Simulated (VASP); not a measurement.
# Fe (P6_3/mmc) in VASP: notebook, part 2 of 2

VASP 6.6.1. The steps go on from the part before.

**3. Single point, PBEsol**

Contents of INCAR:

```
PREC = Accurate
ENCUT = 520
EDIFF = 1E-6
ISMEAR = 0
SIGMA = 0.15
LREAL = F
LASPH = T
NELM = 80
ALGO = Fast
ISIF = 2
LWAVE = F
LCHARG = F
GGA = PS
NBANDS = 15
```

Contents of KPOINTS:

```
regular mesh
0
Gamma
  24 24 12
```

Contents of POSCAR:

```
Fe
1.0
    2.4341575853      0.0000000000      0.0000000000
   -1.2170787927      2.1080423057      0.0000000000
    0.0000000000      0.0000000000      3.8419344700
Fe
2
Direct
    0.3333333333      0.6666666667      0.2500000000
    0.6666666667      0.3333333333      0.7500000000
```

Potentials or basis: VASP PAW PBE potentials, release 64 (Fe).

Launch:

```bash
$ cat potpaw_PBE.64/Fe/POTCAR > POTCAR
$ mpirun -np 1 vasp_std > vasp.out
```

OUTCAR:

```text
PREC = Accurate
   ENCUT = 520
   EDIFF = 1E-6
   ISMEAR = 0
   LREAL = F
   LASPH = T
   NELM = 80
   ISIF = 2
   GGA = PS

 ion  position               nearest neighbor table
   1  0.333  0.667  0.250-   2 2.38   2 2.38   2 2.38   2 2.38   2 2.38   2 2.38
   2  0.667  0.333  0.750-   1 2.38   1 2.38   1 2.38   1 2.38   1 2.38   1 2.38

  LATTYP: Found a hexagonal cell.
 ALAT       =     2.4341575853
 C/A-ratio  =     1.5783425417

  Lattice vectors:

 A1 = (   2.4341575853,   0.0000000000,   0.0000000000)
 A2 = (  -1.2170787927,   2.1080423057,   0.0000000000)
 A3 = (   0.0000000000,   0.0000000000,   3.8419344700)

Analysis of symmetry for initial positions (statically):
=====================================================================
 Subroutine PRICEL returns:
 Original cell was already a primitive cell.

 Routine SETGRP: Setting up the symmetry group for a
 hexagonal supercell.

 Subroutine GETGRP returns: Found 24 space group operations
 (whereof 12 operations were pure point group operations)
 out of a pool of 24 trial point group operations.

The static configuration has the point symmetry D_3d.
 The point group associated with its full space group is D_6h.

Analysis of symmetry for dynamics (positions and initial velocities):
=====================================================================
 Subroutine PRICEL returns:
 Original cell was already a primitive cell.

 Routine SETGRP: Setting up the symmetry group for a
 hexagonal supercell.

 Subroutine GETGRP returns: Found 24 space group operations
 (whereof 12 operations were pure point group operations)
 out of a pool of 24 trial point group operations.

The dynamic configuration has the point symmetry D_3d.
 The point group associated with its full space group is D_6h.

 Subroutine INISYM returns: Found 24 space group operations
 (whereof 12 operations are pure point group operations),
 and found     1 'primitive' translations

----------------------------------------------------------------------------------------
[... 124 lines left out ...]
 non-spin polarized calculation
 RMM-DIIS sequential band-by-band and
 Gauss-broadening in eV      SIGMA  =   0.15
  energy-cutoff  :      520.00
  volume of cell :       19.71
 maximum number of plane-waves:       549
   NGX =  9   NGY =  9   NGZ = 15

 number of electron      16.0000009 magnetization

 Free energy of the ion-electron system (eV)
  ---------------------------------------------------
  ext. energy  EPLUGINS =         0.00000000
  ---------------------------------------------------
  free energy    TOTEN  =       -17.88396729 eV

  energy without entropy =      -17.85639984  energy(sigma->0) =      -17.87018356

 E-fermi :   7.1222     XC(G=0): -14.1483

 val. band max:        7.1167097358   @ k =   0.1667   0.1250   0.2500
 cond. band min:       7.1224470575   @ k =   0.2500   0.0417   0.1667
 fundamental gap:      0.0057373217
 Fermi energy:         7.1221743032

 k-point     1 :       0.0000    0.0000    0.0000
  band No.  band energies     occupation
      1      -2.0271      2.00000
      2       1.9618      2.00000
      3       5.3796      2.00000
      4       5.3796      2.00000
      5       5.5264      2.00000
      6       5.8751      2.00000
      7       5.8751      2.00000
      8       6.2274      2.00000
      9       6.2274      2.00000
     10       7.6669      0.00000
     11       7.8745      0.00000
     12       7.8745      0.00000
     13      16.2398      0.00000
     14      29.2632      0.00000
[... 401 lines left out ...]
      2       2.5274      2.00000
      3       2.7745      2.00000
      4       4.9068      2.00000
      5       5.0492      2.00000
      6       5.5243      2.00000
      7       6.0048      2.00000
      8       7.9791      0.00000
      9       8.1707      0.00000
     10       8.2530      0.00000
     11       9.8482      0.00000
     12      12.3282      0.00000
     13      18.6426      0.00000
     14      19.4229      0.00000
     15      22.5946      0.00000

 [... further k-points ...]

------------------------ aborting loop because EDIFF is reached ----------------------------------------

  FORCE on cell =-STRESS in cart. coord.  units (eV):
  Direction    XX          YY          ZZ          XY          YZ          ZX
  --------------------------------------------------------------------------------------
  -------------------------------------------------------------------------------------
  Total       -0.2229613     -0.2229613     -0.1422131      0.0000000      0.0000000      0.0000000
  in kB      -18.1201630    -18.1201630    -11.5577177      0.0000000      0.0000000      0.0000000
  external PRESSURE =     -15.9326812 kB  Pullay stress =       0.0000000 kB

 VOLUME and BASIS-vectors are now :
 -----------------------------------------------------------------------------
  energy-cutoff  :      520.00
  volume of cell :       19.71
      direct lattice vectors                 reciprocal lattice vectors
     2.434157585  0.000000000  0.000000000     0.410819746  0.237186891  0.000000000
    -1.217078793  2.108042306  0.000000000     0.000000000  0.474373781  0.000000000
     0.000000000  0.000000000  3.841934470     0.000000000  0.000000000  0.260285543

 POSITION                                       TOTAL-FORCE (eV/Angst)
 -----------------------------------------------------------------------------------
     -0.00000      1.40536      0.96048         0.000000     -0.000000      0.000000
      1.21708      0.70268      2.88145        -0.000000      0.000000      0.000000
 -----------------------------------------------------------------------------------
    total drift:                                0.000000     -0.000000     -0.000000

  FREE ENERGIE OF THE ION-ELECTRON SYSTEM (eV)
  ---------------------------------------------------
  free  energy   TOTEN  =       -17.8839672893 eV

  energy  without entropy=      -17.8563998395  energy(sigma->0) =      -17.87018356
```

stdout:

```text
POSCAR found type information on POSCAR Fe
 POSCAR found :  1 types and       2 ions
 scaLAPACK will be used
 -----------------------------------------------------------------------------
|                                                                             |
|                                                                             |
|     You enforced a specific xc type in the INCAR file but a different       |
|     I HOPE YOU KNOW WHAT YOU ARE DOING!                                     |
|                                                                             |
 -----------------------------------------------------------------------------

 LDA part: xc-table for (Slater+PW92), standard interpolation
 POSCAR, INCAR and KPOINTS ok, starting setup
 FFT: planning ... GRIDC
 FFT: planning ... GRID_SOFT
 FFT: planning ... GRID
 WAVECAR not read
 entering main loop
```

Run time: 2.2 min. Hardware: 1 thread of Intel Xeon Platinum 8175M at 2.50GHz (Skylake/Cascade Lake), shared host; peak memory 0.21 GiB.

What came out:

```yaml
Free_energy: -17.8840 eV
Pressure: -1.6 GPa
Band_gap_on_the_k_mesh: zero (bands 8 and 9 overlap by 1.97 eV)
```

Caveat: the PAW data sets were made with another functional, which shifts forces and pressure a little; the run has no spin polarisation, though such a crystal can be magnetic. Spin polarisation is off, so any magnetic state and its effect on volume and gap are missing.
